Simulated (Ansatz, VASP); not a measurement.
## Sn: VASP beside Ansatz

```xyz
2
Lattice="0.0000 3.3754 3.2456 3.1158 0.0000 3.2456 3.1158 3.3754 0.0000" Properties=species:S:1:pos:R:3 pbc="T T T"
Sn    3.1158    3.3754    3.2456
Sn    4.6737    5.0631    4.8684
```

Change from the starting cell: strain -0.0400 x Voigt [1, -1, 0, 0, 0, 0], atoms carried along.

Alike in both runs: task single point; functional r2SCAN; k mesh 12 × 12 × 12; occupations gaussian, width 0.1 eV; no spin polarisation.

```csv
,VASP,Ansatz
version,VASP 6.6.1,Ansatz 0.2.0
potentials or method,"VASP PAW PBE potentials, release 64 (Sn_d), cutoff 520 eV","scalar-relativistic, plane waves, PAW"
valence electrons in the cell,28,28
```

Ansatz gave:

| Item | Value |
| --- | --- |
| gap on the k mesh at the Fermi level (eV) | 0.05 |
| least direct gap on the mesh (eV) | 0.25 |
| pressure (GPa) | 1.7 |
| traceless stress, the component that is largest in VASP (GPa) | -1.53 |

What did VASP give for the same quantities?

gap on the k mesh at the Fermi level (eV): 0.05; least direct gap on the mesh (eV): 0.25; pressure (GPa): 1.6; traceless stress, the component that is largest in VASP (GPa): -1.52.

VASP's potentials were made for PBE, not for r2SCAN. With one functional, cell and mesh, what is left measures potentials, basis and numerics.
